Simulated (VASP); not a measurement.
GaAs, 2 atoms in the cell. Symmetry: F-43m, No. 216, cubic system. Conventional cell: a = 5.654 Å, b = 5.654 Å, c = 5.654 Å, α = 90.00°, β = 90.00°, γ = 90.00°. Ga (site symmetry -43m) has 4 As at 2.45 Å within 3.2 Å. Within 3.2 Å of As (site symmetry -43m) lie 4 Ga at 2.45 Å. 

| Property | Result |
| --- | --- |
| Program | VASP 6.6.1 |
| Task | single point |
| Functional | PBE |
| Potentials or basis | VASP PAW PBE potentials, release 64 (Ga_d, As) |
| Cutoff | 500 eV |
| k mesh | 6 × 6 × 6 |
| Occupations | gaussian, width 0.01 eV |
| Spin | no spin polarisation |
| Dipole correction | no |
| Further INCAR settings | ALGO = Normal; EDIFF = 1e-06; NBANDS = 16 |

Potentials or basis: VASP PAW PBE potentials, release 64 (Ga_d, As).

Command:

```bash
$ cat potpaw_PBE.64/Ga_d/POTCAR potpaw_PBE.64/As/POTCAR > POTCAR
$ mpirun -np 1 vasp_std > vasp.out
```

Hardware: 1 thread of Intel(R) Xeon(R) Platinum 8259CL CPU @ 2.50GHz (Skylake/Cascade Lake), with other jobs on the host.

Problem. How long does it take, and how much memory?

Solution. Wall time 28 s on 1 thread of Intel(R) Xeon(R) Platinum 8259CL CPU @ 2.50GHz (Skylake/Cascade Lake) (shared host), peak memory 0.16 GiB. Counts: scf iterations 12, k points 16.
